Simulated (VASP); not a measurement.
# WS2 (Cm) in VASP: further runs

The runs below take WS2 through single point, with PBE+D3(BJ).

Program: VASP 6.6.1. These are calculated values, not measurements. Logs are shortened: lines on timing, memory, paths and dates and some standing lists are left out, and cuts for length are marked.

### 1 The cell of the first run

It takes space group Cm (No. 8, monoclinic). The conventional cell has a = 10.937 Å, b = 6.314 Å, c = 7.054 Å, α = 90.00°, β = 121.12°, γ = 90.00°. W (site symmetry m) has 6 S at 2.41 Å and 6 W at 3.16 Å within 3.2 Å. Within 2.6 Å of W (site symmetry m) lie 6 S at 1.96 to 2.41 Å. W (site symmetry 1) has 6 S at 2.39 to 2.41 Å and 6 W at 3.16 Å within 3.2 Å. Within 3.2 Å of S (site symmetry m) lie 3 W at 2.41 Å and 7 S at 2.87 to 3.16 Å. Within 3.2 Å of S (site symmetry m) lie 3 W at 2.41 Å and 7 S at 3.15 to 3.16 Å. Within 3.2 Å of S (site symmetry 1) lie 3 W at 2.41 Å and 7 S at 3.15 to 3.16 Å. S (site symmetry m) has 3 W at 1.96 to 2.39 Å within 2.6 Å. S (site symmetry m) has 3 W at 2.41 Å and 7 S at 3.15 to 3.19 Å within 3.2 Å.

### 2 Single point, PBE+D3(BJ) (atom 9 (S) moved +0.450 Å towards its neighbour atom 2 (W) at 2.408 Å)

INCAR

```
SYSTEM = WS2
ALGO = Normal
EDIFF = 1E-7
ENCUT = 520
GGA = PE
ISIF = 2
ISMEAR = 0
IVDW = 12
LASPH = .TRUE.
LCHARG = .FALSE.
LREAL = .FALSE.
LWAVE = .FALSE.
NBANDS = 64
NELM = 60
PREC = Accurate
SIGMA = 0.05
```

KPOINTS

```
k-points
0
G
  6 6 6
  0 0 0
```

POSCAR

```
WS2
1.0
    3.1572031343     -5.4684362384      0.0000000000
    6.3144062686      0.0000000000      0.0000000000
    3.1572031343     -1.8228120795      6.0393060278
W S
4 8
Direct
    0.5006554632      0.0006554632      0.9980336103
    0.0006554632      0.0006554632      0.9980336103
    0.5006554632      0.5006554632      0.9980336103
    0.0006554632      0.5006554632      0.9980336103
    0.7472223774      0.2472223774      0.2583328678
    0.2472223774      0.2472223774      0.2583328678
    0.7472223774      0.7472223774      0.2583328678
    0.2472223774      0.7472223774      0.2583328678
    0.9357421217      0.3422976463      0.7862181103
    0.4208221593      0.4208221593      0.7375335222
    0.9208221593      0.9208221593      0.7375335222
    0.4208221593      0.9208221593      0.7375335222
```

Potentials or basis: VASP PAW PBE potentials, release 64 (W_sv, S).

Command:

```console
> cat potpaw_PBE.64/W_sv/POTCAR potpaw_PBE.64/S/POTCAR > POTCAR
> mpirun -np 1 vasp_std > vasp.out
```

OUTCAR:

```text
SYSTEM = WS2
   EDIFF = 1E-7
   ENCUT = 520
   GGA = PE
   ISIF = 2
   ISMEAR = 0
   IVDW = 12
   LASPH = .TRUE.
   LREAL = .FALSE.
   NELM = 60
   PREC = Accurate
 IVDW          = 12

 ion  position               nearest neighbor table
   1  0.501  0.001  0.998-   8 2.41   6 2.41   7 2.41  12 2.41  11 2.41  10 2.41   2 3.16   4 3.16
                             2 3.16   4 3.16   3 3.16   3 3.16
   2  0.001  0.001  0.998-   9 1.96   7 2.41   5 2.41   8 2.41  11 2.41  12 2.41   1 3.16   3 3.16
                             1 3.16   3 3.16   4 3.16   4 3.16
   3  0.501  0.501  0.998-   9 2.39   6 2.41   8 2.41   5 2.41  10 2.41  12 2.41   4 3.16   2 3.16
                             2 3.16   4 3.16   1 3.16   1 3.16
   4  0.001  0.501  0.998-   9 2.39   5 2.41   7 2.41   6 2.41  10 2.41  11 2.41   3 3.16   1 3.16
                             1 3.16   3 3.16   2 3.16   2 3.16
   5  0.747  0.247  0.258-   4 2.41   2 2.41   3 2.41
   6  0.247  0.247  0.258-   3 2.41   1 2.41   4 2.41
   7  0.747  0.747  0.258-   2 2.41   4 2.41   1 2.41
   8  0.247  0.747  0.258-   1 2.41   3 2.41   2 2.41
   9  0.936  0.342  0.786-   2 1.96   4 2.39   3 2.39
  10  0.421  0.421  0.738-   3 2.41   4 2.41   1 2.41
  11  0.921  0.921  0.738-   2 2.41   1 2.41   4 2.41
  12  0.421  0.921  0.738-   1 2.41   2 2.41   3 2.41

  LATTYP: Found a trigonal (rhomboedric) cell.
 ALAT       =     7.0543456681
 COS(alpha) =     0.5993901964

  Lattice vectors:

 A1 = (   0.0000000000,   3.6456241589,   6.0393060278)
 A2 = (  -3.1572031343,  -1.8228120795,   6.0393060278)
 A3 = (   3.1572031343,  -1.8228120795,   6.0393060278)

Analysis of symmetry for initial positions (statically):
=====================================================================
 Subroutine PRICEL returns:
 Original cell was already a primitive cell.

 Routine SETGRP: Setting up the symmetry group for a
 trigonal (rhombohedral) supercell.

 Subroutine GETGRP returns: Found  2 space group operations
 (whereof  2 operations were pure point group operations)
 out of a pool of 12 trial point group operations.

The static configuration has the point symmetry C_1h.

Analysis of symmetry for dynamics (positions and initial velocities):
=====================================================================
 Subroutine PRICEL returns:
 Original cell was already a primitive cell.

 Routine SETGRP: Setting up the symmetry group for a
 trigonal (rhombohedral) supercell.

 Subroutine GETGRP returns: Found  2 space group operations
 (whereof  2 operations were pure point group operations)
 out of a pool of 12 trial point group operations.

The dynamic configuration has the point symmetry C_1h.

 Subroutine INISYM returns: Found  2 space group operations
 (whereof  2 operations are pure point group operations),
 and found     1 'primitive' translations

----------------------------------------------------------------------------------------

                                     Primitive cell

  volume of cell :     208.5368

  direct lattice vectors                    reciprocal lattice vectors
     3.157203134 -5.468436238  0.000000000     0.000000000 -0.182867635 -0.055193980
     6.314406269  0.000000000  0.000000000     0.158368017  0.091433817 -0.055193980
     3.157203134 -1.822812080  6.039306028     0.000000000  0.000000000  0.165581939

  length of vectors
     6.314406269  6.314406269  7.054345668     0.191015568  0.191015568  0.165581939

  position of ions in fractional coordinates (direct lattice)
     0.500655463  0.000655463  0.998033610
     0.000655463  0.000655463  0.998033610
     0.500655463  0.500655463  0.998033610
     0.000655463  0.500655463  0.998033610
     0.747222377  0.247222377  0.258332868
     0.247222377  0.247222377  0.258332868
     0.747222377  0.747222377  0.258332868
     0.247222377  0.747222377  0.258332868
     0.935742122  0.342297646  0.786218110
     0.420822159  0.420822159  0.737533522
     0.920822159  0.920822159  0.737533522
     0.420822159  0.920822159  0.737533522

  ion indices of the primitive-cell ions
   primitive index   ion index
                 1           1
                 2           2
                 3           3
                 4           4
                 5           5
                 6           6
                 7           7
                 8           8
                 9           9
                10          10
                11          11
                12          12

----------------------------------------------------------------------------------------

 KPOINTS: k-points

Automatic generation of k-mesh.
 Grid dimensions read from file:
 generate k-points for:    6    6    6

 Generating k-lattice:

  Cartesian coordinates                     Fractional coordinates (reciprocal lattice)
     0.000000000 -0.030477939 -0.009198997     0.166666667  0.000000000  0.000000000
     0.026394670  0.015238970 -0.009198997     0.000000000  0.166666667  0.000000000
     0.000000000  0.000000000  0.027596990     0.000000000  0.000000000  0.166666667

  Length of vectors
     0.031835928  0.031835928  0.027596990

  Shift w.r.t. Gamma in fractional coordinates (k-lattice)
     0.000000000  0.000000000  0.000000000

 Subroutine IBZKPT returns following result:
 ===========================================

 Found     68 irreducible k-points:

 Following reciprocal coordinates:
            Coordinates               Weight
  0.000000  0.000000  0.000000      1.000000
  0.166667  0.000000  0.000000      4.000000
  0.000000  0.166667  0.000000      2.000000
  0.333333  0.000000  0.000000      4.000000
  0.000000  0.333333  0.000000      2.000000
  0.500000  0.000000  0.000000      2.000000
[... 16 lines left out ...]
  0.500000  0.333333  0.000000      4.000000
 -0.166667  0.333333  0.333333      4.000000
 [... further k-points ...]
   k-points           NKPTS =     68   k-points in BZ     NKDIM =     68   number of bands    NBANDS=     64
   number of dos      NEDOS =    301   number of ions     NIONS =     12
   total plane-waves  NPLWV = 124416
   dimension x,y,z NGX =    48 NGY =   48 NGZ =   54
   dimension x,y,z NGXF=    96 NGYF=   96 NGZF=  108
   ions per type =               4   8
   NGX,Y,Z   is equivalent  to a cutoff of  12.64, 12.64, 12.73 a.u.
   NGXF,Y,Z  is equivalent  to a cutoff of  25.27, 25.27, 25.45 a.u.
 SYSTEM =  WS2
   PREC   = accura    normal or accurate (medium, high low for compatibility)
   ISTART =      0    job   : 0-new  1-cont  2-samecut
   ICHARG =      2    charge: 1-file 2-atom 10-const
   ISPIN  =      1    spin polarized calculation?
   LNONCOLLINEAR =      F non collinear calculations
   LSORBIT =      F    spin-orbit coupling
   LASPH  =      T    aspherical Exc in radial PAW
   ENCUT  =  520.0 eV  38.22 Ry    6.18 a.u.  11.74 11.74 13.12*2*pi/ulx,y,z
   NELM   =     60;   NELMIN=  2; NELMDL= -5     # of ELM steps
   EDIFF  = 0.1E-06   stopping-criterion for ELM
   LREAL  =      F    real-space projection
   EDIFFG = 0.1E-05   stopping-criterion for IOM
   NSW    =      0    number of steps for IOM
   IBRION =     -1    ionic relax: 0-MD 1-quasi-New 2-CG
   NFREE  =      0    steps in history (QN), initial steepest desc. (CG)
   ISIF   =      2    stress and relaxation
   ISYM   =      2    0-nonsym 1-usesym 2-fastsym
   POTIM  = 0.5000    time-step for ionic-motion
   TEBEG  =    0.0;   TEEND  =   0.0 temperature during run
   PSTRESS=    0.0 pullay stress
   NELECT =     104.0000    total number of electrons
   NUPDOWN=      -1.0000    fix difference up-down
   EMIN   =  10.00;   EMAX   =-10.00  energy-range for DOS
   EFERMI =   0.00;   METHOD = LEGACY
   ISMEAR =     0;   SIGMA  =   0.05  broadening in eV -4-tet -1-fermi 0-gaus
   EFERMI_NEDOS =   21; number of points for ismear=-14 and -15
   IALGO  =     38    algorithm
   IMIX   =      4    mixing-type and parameters
     AMIX     =   0.40;   BMIX     =  1.00
     AMIX_MAG =   1.60;   BMIX_MAG =  1.00
  volume/ion in A,a.u.               =      17.38       117.27
  Fermi-wavevector in a.u.,A,eV,Ry     =   1.298250  2.453337 22.931986  1.685453
  Thomas-Fermi vector in A             =   2.429591
   LORBIT       =      0    0 simple, 1 ext, 2 COOP (PROOUT), +10 PAW based schemes
   GGA     = PE    functional components
   LHFCALC =     F    Hartree Fock is set to
   AEXX    =    0.0000 exact exchange contribution
   IVDW    =    12    specifies the selected vdW correction
   LEPSILON=     F    determine dielectric tensor
   LRPA    =     F    only Hartree local field effects (RPA)
 non-spin polarized calculation
 Gauss-broadening in eV      SIGMA  =   0.05
  energy-cutoff  :      520.00
  volume of cell :      208.54
 maximum number of plane-waves:      5644
   NGX = 23   NGY = 23   NGZ = 27

 number of electron     103.9999995 magnetization

 Free energy of the ion-electron system (eV)
  ---------------------------------------------------
  ext. energy  EPLUGINS =         0.00000000
  ---------------------------------------------------
  free energy    TOTEN  =       -91.90854036 eV

  energy without entropy =      -91.90854036  energy(sigma->0) =      -91.90854036

 E-fermi :   8.4173     XC(G=0): -11.0461

 val. band max:        7.9928702478   @ k =   0.0000   0.0000   0.5000
 cond. band min:       8.7861253647   @ k =  -0.3333   0.3333   0.0000
 fundamental gap:      0.7932551168
 Fermi energy:         8.4173391779

 k-point     1 :       0.0000    0.0000    0.0000
  band No.  band energies     occupation
      1     -66.9031      2.00000
      2     -66.8473      2.00000
      3     -66.8384      2.00000
      4     -66.7148      2.00000
      5     -31.4769      2.00000
      6     -31.3171      2.00000
[... 1597 lines left out ...]
     63      10.8015      0.00000
     64      10.8991      0.00000

 [... further k-points ...]

------------------------ aborting loop because EDIFF is reached ----------------------------------------

 Edisp (eV)   -5.23660

 E8    (eV) :    -2.2008

  FORCE on cell =-STRESS in cart. coord.  units (eV):
  Direction    XX          YY          ZZ          XY          YZ          ZX
  --------------------------------------------------------------------------------------
  -------------------------------------------------------------------------------------
  Total      10.24939     4.97494    14.30605     4.56781    -5.91519   -10.24540
  in kB      78.74554    38.22222   109.91267    35.09422   -45.44606   -78.71488
  external pressure =       75.63 kB  Pullay stress =        0.00 kB

 VOLUME and BASIS-vectors are now :
 -----------------------------------------------------------------------------
  energy-cutoff  :      520.00
  volume of cell :      208.54
      direct lattice vectors                 reciprocal lattice vectors
     3.157203134 -5.468436238  0.000000000     0.000000000 -0.182867635 -0.055193980
     6.314406269  0.000000000  0.000000000     0.158368017  0.091433817 -0.055193980
     3.157203134 -1.822812080  6.039306028     0.000000000  0.000000000  0.165581939

 POSITION                                       TOTAL-FORCE (eV/Angst)
 -----------------------------------------------------------------------------------
      4.73580     -4.55703      6.02743         0.160325      0.092564      0.283091
      3.15720     -1.82281      6.02743        -7.679031     -4.433490      7.917523
      7.89301     -4.55703      6.02743        -0.438816     -0.097499      0.695382
      6.31441     -1.82281      6.02743        -0.303844     -0.331276      0.695382
      4.73580     -4.55703      1.56015         0.124592      0.071933      0.672775
      3.15720     -1.82281      1.56015         0.079644      0.045982     -0.113324
      7.89301     -4.55703      1.56015        -0.204480      0.112556      0.162774
      6.31441     -1.82281      1.56015        -0.004764     -0.233362      0.162774
      7.59798     -6.55017      4.74821         8.928562      5.154907     -9.779995
      6.31441     -3.64562      4.45419         0.073981      0.042713     -0.205381
     11.05021     -6.37984      4.45419        -0.524691      0.058736     -0.245502
      9.47161     -3.64562      4.45419        -0.211479     -0.483763     -0.245502
 -----------------------------------------------------------------------------------
    total drift:                                0.000029      0.000006      0.000059

  FREE ENERGIE OF THE ION-ELECTRON SYSTEM (eV)
  ---------------------------------------------------
  free  energy   TOTEN  =       -97.1451439467 eV

  energy  without entropy=      -97.1451439467  energy(sigma->0) =      -97.14514395
```

Run time: 29 min. Hardware: 1 thread of Oxide Virtual Turin-like, shared host; peak memory 0.75 GiB.

Results:

* Free energy: -97.1451 eV
* Pressure: 7.6 GPa
* Largest force: 14.211 eV/Å
* Band gap on the k mesh: 0.79 eV (least direct gap 1.54 eV)
* Dispersion energy per atom: -0.436 eV

Forces in eV/Å, atoms in the order of the input:
```
W    0.160  0.093  0.283
W   -7.679 -4.433  7.918
W   -0.439 -0.097  0.695
W   -0.304 -0.331  0.695
S    0.125  0.072  0.673
S    0.080  0.046 -0.113
S   -0.204  0.113  0.163
S   -0.005 -0.233  0.163
S    8.929  5.155 -9.780
S    0.074  0.043 -0.205
S   -0.525  0.059 -0.246
S   -0.211 -0.484 -0.246
```

Stress tensor (GPa, compression positive):
```
 7.87  3.51 -7.87
 3.51  3.82 -4.54
-7.87 -4.54 10.99
```

Levels at points of the mesh, in eV from the valence-band top:
```tsv
k point	band 50	band 51	band 52	band 53	band 54	band 55
(0.00, 0.00, 0.00)	-1.61	-1.56	-0.94	1.47	1.85	1.98
(0.50, 0.00, 0.00)	-1.70	-1.45	-1.39	1.27	1.40	1.56
(0.00, 0.50, 0.00)	-1.75	-1.42	-1.38	1.22	1.30	1.42
(0.50, 0.50, 0.00)	-1.62	-1.52	-1.32	1.07	1.20	1.50
(0.00, 0.50, 0.50)	-1.84	-1.41	-1.29	1.19	1.28	1.54
(0.00, 0.00, 0.50)	-1.63	-1.60	0.00	1.54	1.82	1.92
```

Caveat: the cell differs from its parent crystal (atom 9 (S) moved +0.450 Å towards its neighbour atom 2 (W) at 2.408 Å); the cell stands under pressure; spin-orbit coupling is left out, which moves the levels of the heavy elements; forces of over 1 eV/Å act on the atoms, so gaps and moduli don't describe the material at rest.

### 3 Single point, PBE+D3(BJ) (atom 9 (S) moved +0.300 Å towards its neighbour atom 2 (W) at 2.408 Å)

INCAR

```
PREC = Accurate
ENCUT = 520
EDIFF = 1E-6
ISMEAR = 0
SIGMA = 0.05
LREAL = False
LASPH = True
NELM = 60
ALGO = Normal
ISIF = 2
LWAVE = False
LCHARG = True
GGA = PE
IVDW = 12
LELF = True
LVHAR = True
NBANDS = 64
```

KPOINTS

```
regular mesh
0
Gamma
  6 6 6
```

POSCAR: that of step 2 with these lines changed.

```diff
@@ -16,3 +16,3 @@
     0.2472223774      0.7472223774      0.2583328678
-    0.9357421217      0.3422976463      0.7862181103
+    0.9307688009      0.3684724840      0.7699899143
     0.4208221593      0.4208221593      0.7375335222
```

Potentials or basis: VASP PAW PBE potentials, release 64 (W_sv, S).

Command:

```console
> cat potpaw_PBE.64/W_sv/POTCAR potpaw_PBE.64/S/POTCAR > POTCAR
> mpirun -np 1 vasp_std > vasp.out
```

It took 38 min on 1 thread of Oxide Virtual Turin-like, shared host; peak memory 0.74 GiB.

It converged, with:

| Quantity | Value |
| --- | --- |
| Free energy | -98.6980 eV |
| Pressure | 4.0 GPa |
| Largest force | 7.104 eV/Å |
| Band gap on the k mesh | 0.87 eV (least direct gap 1.70 eV) |
| Dispersion energy per atom | -0.437 eV |

Forces on the atoms (eV/Å):
```
W    0.092  0.053  0.188
W   -3.596 -2.076  3.728
W   -0.297 -0.008  0.498
W   -0.156 -0.253  0.498
S    0.070  0.040  0.420
S    0.050  0.029 -0.080
S   -0.108  0.068  0.101
S    0.005 -0.127  0.101
S    4.363  2.519 -5.008
S    0.045  0.026 -0.134
S   -0.334  0.037 -0.156
S   -0.135 -0.308 -0.156
```

Stress tensor (GPa, compression positive):
```
 3.84  1.58 -3.98
 1.58  2.02 -2.30
-3.98 -2.30  6.10
```

Levels at points of the mesh, in eV from the valence-band top:
```csv
k point,band 49,band 50,band 51,band 52,band 53,band 54,band 55,band 56
"(0.00, 0.00, 0.00)",-1.65,-1.62,-1.53,-1.14,1.78,2.03,2.08,2.12
"(0.50, 0.00, 0.00)",-1.66,-1.56,-1.51,-1.39,1.39,1.47,1.68,1.69
"(0.00, 0.50, 0.00)",-1.75,-1.66,-1.41,-1.40,1.35,1.39,1.59,1.86
"(0.50, 0.50, 0.00)",-1.68,-1.57,-1.45,-1.34,1.22,1.31,1.67,1.79
"(0.00, 0.50, 0.50)",-1.90,-1.73,-1.39,-1.29,1.28,1.34,1.70,1.75
"(0.00, 0.00, 0.50)",-1.93,-1.70,-1.68,0.00,1.86,2.02,2.09,2.16
```

Caveat: the cell differs from its parent crystal (atom 9 (S) moved +0.300 Å towards its neighbour atom 2 (W) at 2.408 Å); the cell stands under pressure; spin-orbit coupling is left out, which moves the levels of the heavy elements; forces of over 1 eV/Å act on the atoms, so gaps and moduli don't describe the material at rest.
